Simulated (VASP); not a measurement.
A run of VASP 6.6.1:

File INCAR:

```
PREC = Accurate
ENCUT = 520
EDIFF = 1E-7
ISMEAR = 1
SIGMA = 0.1
LREAL = False
LASPH = True
NELM = 100
ALGO = Normal
ISIF = 2
LWAVE = False
LCHARG = False
GGA = PE
NBANDS = 10
```

File KPOINTS:

```
regular mesh
0
Gamma
  9 9 9
```

POSCAR

```
K
1.0
   -2.6417142217      2.6417142217      2.6417142217
    2.6417142217     -2.6417142217      2.6417142217
    2.6417142217      2.6417142217     -2.6417142217
K
1
Direct
    0.0000000000      0.0000000000      0.0000000000
```

Potentials or basis: VASP PAW PBE potentials, release 64 (K_sv).

Launch:

```console
$ cat potpaw_PBE.64/K_sv/POTCAR > POTCAR
$ mpirun -np 1 vasp_std > vasp.out
```

Hardware: 1 thread of AMD EPYC 7R13 (shared host).

How long does it take, and how much memory?

Run time: 30 s on 1 thread of AMD EPYC 7R13, with other jobs on the host, peak memory 0.17 GiB. Counts: scf iterations 11, k points 35.
